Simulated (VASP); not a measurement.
# CdS in VASP: a series of runs

CdS is run at these levels: PBE, r2SCAN; tasks: single point, relaxation of the atoms.

All numbers are computed with VASP 6.6.1; they aren't measurements. Logs are shortened: lines on timing, memory, paths and dates and some standing lists are left out, and cuts for length are marked.

### 1 The cell of the first run

The typed cell holds 4 atoms: a = 4.164 Å, b = 4.164 Å, c = 6.768 Å, α = 90.00°, β = 90.00°, γ = 120.00°.

### 2 Single point, PBE

Contents of INCAR:

```
SYSTEM = CdS
  PREC = Accurate
  ENCUT = 500
  EDIFF = 1E-6
  ISMEAR = -1
  SIGMA = 0.01
  LREAL = .FALSE.
  LASPH = .TRUE.
  NELM = 120
  ALGO = Normal
  ISIF = 2
  LWAVE = .FALSE.
  LCHARG = .FALSE.
  GGA = PE
  NBANDS = 26
  GGA_COMPAT = .FALSE.
```

Contents of KPOINTS:

```
Automatic mesh
0
G
  2 2 2
  0 0 0
```

Contents of POSCAR:

```
CdS
1.0
    4.1638921228     -0.0000000309      0.0000000000
   -2.0819460346      3.6060363724      0.0000000000
    0.0000000000      0.0000000000      6.7675066400
Cd S
2 2
Direct
    0.6727039193      0.3270731603      0.4987143807
    0.3270731603      0.6727039193      0.9987143807
    0.6634163922      0.3368065281      0.8782856193
    0.3368065281      0.6634163922      0.3782856193
```

Potentials or basis: VASP PAW PBE potentials, release 64 (Cd, S).

The run is started by

```sh
$ cat potpaw_PBE.64/Cd/POTCAR potpaw_PBE.64/S/POTCAR > POTCAR
$ mpirun -np 1 vasp_std > vasp.out
```

OUTCAR:

```text
SYSTEM = CdS
   PREC = Accurate
   ENCUT = 500
   EDIFF = 1E-6
   ISMEAR = -1
   LREAL = .FALSE.
   LASPH = .TRUE.
   NELM = 120
   ISIF = 2
   GGA = PE

 ion  position               nearest neighbor table
   1  0.673  0.327  0.499-   4 2.53   4 2.53   4 2.56   3 2.57
   2  0.327  0.673  0.999-   3 2.53   3 2.53   3 2.56   4 2.57
   3  0.663  0.337  0.878-   2 2.53   2 2.53   2 2.56   1 2.57
   4  0.337  0.663  0.378-   1 2.53   1 2.53   1 2.56   2 2.57

  LATTYP: Found a hexagonal cell.
 ALAT       =     4.1638921228
 C/A-ratio  =     1.6252838547

  Lattice vectors:

 A1 = (   4.1638921228,  -0.0000000309,   0.0000000000)
 A2 = (  -2.0819460346,   3.6060363724,   0.0000000000)
 A3 = (   0.0000000000,   0.0000000000,   6.7675066400)

Analysis of symmetry for initial positions (statically):
=====================================================================
 Subroutine PRICEL returns:
 Original cell was already a primitive cell.

 Routine SETGRP: Setting up the symmetry group for a
 hexagonal supercell.

 Subroutine GETGRP returns: Found  2 space group operations
 (whereof  1 operations were pure point group operations)
 out of a pool of 24 trial point group operations.

The static configuration has the point symmetry C_1 .
 The point group associated with its full space group is C_1h.

Analysis of symmetry for dynamics (positions and initial velocities):
=====================================================================
 Subroutine PRICEL returns:
 Original cell was already a primitive cell.

 Routine SETGRP: Setting up the symmetry group for a
 hexagonal supercell.

 Subroutine GETGRP returns: Found  2 space group operations
 (whereof  1 operations were pure point group operations)
 out of a pool of 24 trial point group operations.

The dynamic configuration has the point symmetry C_1 .
 The point group associated with its full space group is C_1h.

 Subroutine INISYM returns: Found  2 space group operations
 (whereof  1 operations are pure point group operations),
 and found     1 'primitive' translations

----------------------------------------------------------------------------------------

                                     Primitive cell

  volume of cell :     101.6151

  direct lattice vectors                    reciprocal lattice vectors
     4.163892123 -0.000000031  0.000000000     0.240159921  0.138656393  0.000000000
    -2.081946035  3.606036372  0.000000000     0.000000002  0.277312789  0.000000000
     0.000000000  0.000000000  6.767506640     0.000000000  0.000000000  0.147764909

  length of vectors
     4.163892123  4.163892123  6.767506640     0.277312789  0.277312789  0.147764909

  position of ions in fractional coordinates (direct lattice)
     0.672703919  0.327073160  0.498714381
     0.327073160  0.672703919  0.998714381
     0.663416392  0.336806528  0.878285619
     0.336806528  0.663416392  0.378285619

  ion indices of the primitive-cell ions
   primitive index   ion index
                 1           1
                 2           2
                 3           3
                 4           4

----------------------------------------------------------------------------------------

 KPOINTS: Automatic mesh

Automatic generation of k-mesh.
 Grid dimensions read from file:
 generate k-points for:    2    2    2

 Generating k-lattice:

  Cartesian coordinates                     Fractional coordinates (reciprocal lattice)
     0.120079961  0.069328196  0.000000000     0.500000000 -0.000000000  0.000000000
     0.000000001  0.138656395  0.000000000    -0.000000000  0.500000000  0.000000000
     0.000000000  0.000000000  0.073882454     0.000000000  0.000000000  0.500000000

  Length of vectors
     0.138656395  0.138656395  0.073882454

  Shift w.r.t. Gamma in fractional coordinates (k-lattice)
     0.000000000  0.000000000  0.000000000

 Subroutine IBZKPT returns following result:
 ===========================================

 Found      6 irreducible k-points:

 Following reciprocal coordinates:
            Coordinates               Weight
  0.000000  0.000000  0.000000      1.000000
  0.500000 -0.000000  0.000000      2.000000
  0.500000  0.500000  0.000000      1.000000
  0.000000  0.000000  0.500000      1.000000
  0.500000 -0.000000  0.500000      2.000000
  0.500000  0.500000  0.500000      1.000000
   k-points           NKPTS =      6   k-points in BZ     NKDIM =      6   number of bands    NBANDS=     26
   number of dos      NEDOS =    301   number of ions     NIONS =      4
   total plane-waves  NPLWV =  45000
   dimension x,y,z NGX =    30 NGY =   30 NGZ =   50
   dimension x,y,z NGXF=    60 NGYF=   60 NGZF=  100
   ions per type =               2   2
   NGX,Y,Z   is equivalent  to a cutoff of  11.98, 11.98, 12.28 a.u.
   NGXF,Y,Z  is equivalent  to a cutoff of  23.96, 23.96, 24.57 a.u.
 SYSTEM =  CdS
   PREC   = accura    normal or accurate (medium, high low for compatibility)
   ISTART =      0    job   : 0-new  1-cont  2-samecut
   ICHARG =      2    charge: 1-file 2-atom 10-const
   ISPIN  =      1    spin polarized calculation?
   LNONCOLLINEAR =      F non collinear calculations
   LSORBIT =      F    spin-orbit coupling
   LASPH  =      T    aspherical Exc in radial PAW
   ENCUT  =  500.0 eV  36.75 Ry    6.06 a.u.   7.59  7.59 12.34*2*pi/ulx,y,z
   NELM   =    120;   NELMIN=  2; NELMDL= -5     # of ELM steps
   EDIFF  = 0.1E-05   stopping-criterion for ELM
   LREAL  =      F    real-space projection
   EDIFFG = 0.1E-04   stopping-criterion for IOM
   NSW    =      0    number of steps for IOM
   IBRION =     -1    ionic relax: 0-MD 1-quasi-New 2-CG
   NFREE  =      0    steps in history (QN), initial steepest desc. (CG)
   ISIF   =      2    stress and relaxation
   ISYM   =      2    0-nonsym 1-usesym 2-fastsym
   POTIM  = 0.5000    time-step for ionic-motion
   TEBEG  =    0.0;   TEEND  =   0.0 temperature during run
   PSTRESS=    0.0 pullay stress
   NELECT =      36.0000    total number of electrons
   NUPDOWN=      -1.0000    fix difference up-down
   EMIN   =  10.00;   EMAX   =-10.00  energy-range for DOS
   EFERMI =   0.00;   METHOD = LEGACY
   ISMEAR =    -1;   SIGMA  =   0.01  broadening in eV -4-tet -1-fermi 0-gaus
   EFERMI_NEDOS =   21; number of points for ismear=-14 and -15
   IALGO  =     38    algorithm
   IMIX   =      4    mixing-type and parameters
     AMIX     =   0.40;   BMIX     =  1.00
     AMIX_MAG =   1.60;   BMIX_MAG =  1.00
  volume/ion in A,a.u.               =      25.40       171.43
  Fermi-wavevector in a.u.,A,eV,Ry     =   1.158394  2.189047 18.257336  1.341876
  Thomas-Fermi vector in A             =   2.294996
   LORBIT       =      0    0 simple, 1 ext, 2 COOP (PROOUT), +10 PAW based schemes
   GGA     = PE    functional components
   LHFCALC =     F    Hartree Fock is set to
   AEXX    =    0.0000 exact exchange contribution
   IVDW    =     0    specifies the selected vdW correction
   LEPSILON=     F    determine dielectric tensor
   LRPA    =     F    only Hartree local field effects (RPA)
 non-spin polarized calculation
  energy-cutoff  :      500.00
  volume of cell :      101.62
 maximum number of plane-waves:      2592
   NGX = 15   NGY = 15   NGZ = 25

 number of electron      36.0000002 magnetization

 Free energy of the ion-electron system (eV)
  ---------------------------------------------------
  ext. energy  EPLUGINS =         0.00000000
  ---------------------------------------------------
  free energy    TOTEN  =       -11.36197492 eV

  energy without entropy =      -11.36197492  energy(sigma->0) =      -11.36197492

 E-fermi :   1.5563     XC(G=0):  -8.9711

 val. band max:        1.2826012802   @ k =   0.0000   0.0000   0.0000
 cond. band min:       2.3663904270   @ k =   0.0000   0.0000   0.0000
 fundamental gap:      1.0837891468
 Fermi energy:         1.5562766717

 k-point     1 :       0.0000    0.0000    0.0000
  band No.  band energies     occupation
      1     -10.9430      2.00000
      2     -10.5310      2.00000
      3      -6.5353      2.00000
      4      -6.5168      2.00000
      5      -6.5084      2.00000
      6      -6.4506      2.00000
      7      -6.4460      2.00000
      8      -6.1502      2.00000
      9      -6.1399      2.00000
     10      -6.0655      2.00000
     11      -6.0551      2.00000
     12      -5.7175      2.00000
     13      -2.9947      2.00000
     14       0.5210      2.00000
     15       0.5754      2.00000
     16       1.2188      2.00000
     17       1.2628      2.00000
     18       1.2826      2.00000
     19       2.3664      0.00000
     20       3.8908      0.00000
     21       7.5617      0.00000
     22       7.7050      0.00000
     23       7.9484      0.00000
     24       8.7154      0.00000
     25       8.7391      0.00000
     26       8.8811      0.00000

 k-point     2 :       0.5000   -0.0000    0.0000
  band No.  band energies     occupation
      1     -10.5354      2.00000
      2     -10.4059      2.00000
      3      -6.4259      2.00000
      4      -6.4055      2.00000
      5      -6.2471      2.00000
      6      -6.2383      2.00000
      7      -6.2287      2.00000
      8      -6.1848      2.00000
      9      -6.0765      2.00000
     10      -6.0265      2.00000
     11      -5.7619      2.00000
     12      -5.6085      2.00000
     13      -2.8585      2.00000
     14      -2.2497      2.00000
     15      -1.3013      2.00000
     16      -0.5553      2.00000
     17       0.0114      2.00000
     18       0.5078      2.00000
     19       4.8769      0.00000
     20       5.0597      0.00000
     21       6.2545      0.00000
     22       7.5839      0.00000
     23       8.2508      0.00000
     24       9.3287      0.00000
     25       9.6173      0.00000
     26      11.2446      0.00000

 k-point     3 :       0.5000    0.5000    0.0000
  band No.  band energies     occupation
      1     -10.5381      2.00000
      2     -10.4114      2.00000
      3      -6.4401      2.00000
      4      -6.4288      2.00000
      5      -6.2551      2.00000
      6      -6.2387      2.00000
      7      -6.2123      2.00000
      8      -6.1782      2.00000
      9      -6.0796      2.00000
     10      -6.0232      2.00000
     11      -5.7418      2.00000
     12      -5.6335      2.00000
     13      -2.7570      2.00000
     14      -2.2672      2.00000
     15      -1.3149      2.00000
     16      -0.5635      2.00000
     17       0.0217      2.00000
     18       0.5142      2.00000
     19       4.8954      0.00000
     20       4.9858      0.00000
     21       6.4092      0.00000
     22       7.5483      0.00000
     23       8.2515      0.00000
     24       9.1705      0.00000
     25       9.4651      0.00000
     26      11.2755      0.00000

 k-point     4 :       0.0000    0.0000    0.5000
  band No.  band energies     occupation
      1     -10.7323      2.00000
      2     -10.7323      2.00000
      3      -6.4981      2.00000
      4      -6.4981      2.00000
      5      -6.4845      2.00000
      6      -6.4845      2.00000
      7      -6.2945      2.00000
      8      -6.2945      2.00000
      9      -6.0987      2.00000
     10      -6.0987      2.00000
     11      -6.0960      2.00000
     12      -6.0960      2.00000
     13      -1.1815      2.00000
     14      -1.1815      2.00000
     15       0.8803      2.00000
     16       0.8803      2.00000
     17       0.9155      2.00000
     18       0.9155      2.00000
     19       3.9865      0.00000
     20       3.9865      0.00000
     21       7.3423      0.00000
     22       7.3423      0.00000
     23       7.9592      0.00000
     24       7.9592      0.00000
     25       8.0092      0.00000
     26       8.0092      0.00000

 k-point     5 :       0.5000   -0.0000    0.5000
  band No.  band energies     occupation
      1     -10.4604      2.00000
      2     -10.4601      2.00000
      3      -6.4001      2.00000
      4      -6.3994      2.00000
      5      -6.3208      2.00000
      6      -6.3198      2.00000
      7      -6.1635      2.00000
      8      -6.1632      2.00000
      9      -6.0608      2.00000
     10      -6.0608      2.00000
     11      -5.7033      2.00000
     12      -5.7030      2.00000
     13      -2.8460      2.00000
     14      -2.8437      2.00000
     15      -0.0709      2.00000
     16      -0.0703      2.00000
     17      -0.0184      2.00000
     18      -0.0167      2.00000
     19       4.6869      0.00000
     20       4.6894      0.00000
     21       6.5095      0.00000
     22       6.5118      0.00000
     23       9.1081      0.00000
     24       9.1092      0.00000
     25       9.6092      0.00000
     26       9.6102      0.00000

 k-point     6 :       0.5000    0.5000    0.5000
  band No.  band energies     occupation
      1     -10.4639      2.00000
      2     -10.4639      2.00000
      3      -6.4017      2.00000
      4      -6.4017      2.00000
      5      -6.3383      2.00000
      6      -6.3383      2.00000
      7      -6.1618      2.00000
      8      -6.1618      2.00000
      9      -6.0605      2.00000
     10      -6.0605      2.00000
     11      -5.6971      2.00000
     12      -5.6971      2.00000
     13      -2.8218      2.00000
     14      -2.8218      2.00000
     15      -0.0556      2.00000
     16      -0.0556      2.00000
     17       0.0084      2.00000
     18       0.0084      2.00000
     19       4.6174      0.00000
     20       4.6174      0.00000
     21       6.5210      0.00000
     22       6.5210      0.00000
     23       9.0689      0.00000
     24       9.0689      0.00000
     25       9.6138      0.00000
     26       9.6138      0.00000

------------------------ aborting loop because EDIFF is reached ----------------------------------------

  FORCE on cell =-STRESS in cart. coord.  units (eV):
  Direction    XX          YY          ZZ          XY          YZ          ZX
  --------------------------------------------------------------------------------------
  -------------------------------------------------------------------------------------
  Total        2.9688043      3.1151290      0.2569680      0.1267209      0.0063399      0.0036603
  in kB       46.8094874     49.1166063      4.0516455      1.9980237      0.0999612      0.0577126
  external PRESSURE =      33.3259131 kB  Pullay stress =       0.0000000 kB

 VOLUME and BASIS-vectors are now :
 -----------------------------------------------------------------------------
  energy-cutoff  :      500.00
  volume of cell :      101.62
      direct lattice vectors                 reciprocal lattice vectors
     4.163892123 -0.000000031  0.000000000     0.240159921  0.138656393  0.000000000
    -2.081946035  3.606036372  0.000000000     0.000000002  0.277312789  0.000000000
     0.000000000  0.000000000  6.767506640     0.000000000  0.000000000  0.147764909

 POSITION                                       TOTAL-FORCE (eV/Angst)
 -----------------------------------------------------------------------------------
      2.12012      1.17944      3.37505        -0.081158      0.052811      0.341550
     -0.03864      2.42579      6.75881         0.086315     -0.043879      0.341550
      2.06118      1.21454      5.94380        -0.060275      0.028845     -0.341550
      0.02123      2.39230      2.56005         0.055118     -0.037777     -0.341550
 -----------------------------------------------------------------------------------
    total drift:                                0.000015      0.000027     -0.001353

  FREE ENERGIE OF THE ION-ELECTRON SYSTEM (eV)
  ---------------------------------------------------
  free  energy   TOTEN  =       -11.3619749188 eV

  energy  without entropy=      -11.3619749188  energy(sigma->0) =      -11.36197492
```

Run time: 23 s. Hardware: 1 thread of Intel Xeon Platinum 8488C (Sapphire Rapids), shared host; peak memory 0.2 GiB.

What came out:

```
Free energy            : -11.3620 eV
Pressure               : 3.3 GPa
Largest force          : 0.355 eV/Å
Band gap on the k mesh : 1.08 eV
```

Forces on the atoms (eV/Å):
```
Cd  -0.081  0.053  0.342
Cd   0.086 -0.044  0.342
S   -0.060  0.029 -0.342
S    0.055 -0.038 -0.342
```

Stress tensor (GPa, compression positive):
```
4.68 0.20 0.01
0.20 4.91 0.01
0.01 0.01 0.41
```

Levels at points of the mesh, in eV from the valence-band top:
| k point | band 14 | band 15 | band 16 | band 17 | band 18 | band 19 | band 20 | band 21 | band 22 | band 23 |
| --- | --- | --- | --- | --- | --- | --- | --- | --- | --- | --- |
| (0.00, 0.00, 0.00) | -0.76 | -0.71 | -0.06 | -0.02 | 0.00 | 1.08 | 2.61 | 6.28 | 6.42 | 6.67 |
| (0.50, 0.00, 0.00) | -3.53 | -2.58 | -1.84 | -1.27 | -0.77 | 3.59 | 3.78 | 4.97 | 6.30 | 6.97 |
| (0.50, 0.50, 0.00) | -3.55 | -2.60 | -1.85 | -1.26 | -0.77 | 3.61 | 3.70 | 5.13 | 6.27 | 6.97 |
| (0.00, 0.00, 0.50) | -2.46 | -0.40 | -0.40 | -0.37 | -0.37 | 2.70 | 2.70 | 6.06 | 6.06 | 6.68 |
| (0.50, 0.00, 0.50) | -4.13 | -1.35 | -1.35 | -1.30 | -1.30 | 3.40 | 3.41 | 5.23 | 5.23 | 7.83 |
| (0.50, 0.50, 0.50) | -4.10 | -1.34 | -1.34 | -1.27 | -1.27 | 3.33 | 3.33 | 5.24 | 5.24 | 7.79 |

Caveat: the k points lie up to 0.87 Å⁻¹ apart.

(Part 1 of 2 ends here.)
